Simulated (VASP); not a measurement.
Wanted: the native input for a VASP 6.6.1 run.

```
Task                   : electric field gradients
Functional             : PBEsol
Potentials or basis    : VASP PAW PBE potentials, release 64 (Sb)
Cutoff                 : 520 eV
k mesh                 : 13 × 13 × 13
Occupations            : fermi-dirac, width 0.05 eV
Spin                   : no spin polarisation
Dipole correction      : no
Further INCAR settings : ALGO = Normal; EDIFF = 1e-08; NBANDS = 8
```

The structure of Sb lies in POSCAR:

```
Sb
1.0
    3.0954921035      0.0000000000      0.0000000000
    0.0000000000      3.0954921035      0.0000000000
    0.0000000000      0.0000000000      3.0954921035
Sb
1
Direct
    0.0000000000      0.0000000000      0.0000000000
```

This cell differs from its parent crystal: volume scaled by 0.94.

One way to write it, as run:

INCAR

```
PREC     = Accurate       # precision mode
ENCUT    = 520            # plane-wave cutoff, eV
EDIFF    = 1E-8           # SCF threshold, eV
ISMEAR   = -1             # smearing method
SIGMA    = 0.05           # smearing width, eV
LREAL    = False          # projectors in reciprocal space
LASPH    = True           # aspherical terms in the spheres
NELM     = 80             # most SCF steps
ALGO     = Normal         # electronic algorithm
ISIF     = 2              # what is computed and relaxed
LWAVE    = False          # write WAVECAR
LCHARG   = False          # write CHGCAR
GGA      = PS             # functional
LEFG     = True         
NBANDS   = 8              # bands
```

KPOINTS

```
regular mesh
0
Gamma
  13 13 13
```

Potentials or basis: VASP PAW PBE potentials, release 64 (Sb).

Launch:

```bash
$ cat potpaw_PBE.64/Sb/POTCAR > POTCAR
$ mpirun -np 1 vasp_std > vasp.out
```

It gave:

```
Pressure : -1.9 GPa
```

Caveat: without QUAD_EFG the Cq values of the log hold for a quadrupole moment of 1 mb, not for the nuclei; the PAW data sets were made with another functional, which shifts forces and pressure a little.

Run time: 5.4 s on 1 thread of Intel(R) Xeon(R) 6975P-C (Granite Rapids) (shared host), peak memory 0.14 GiB.
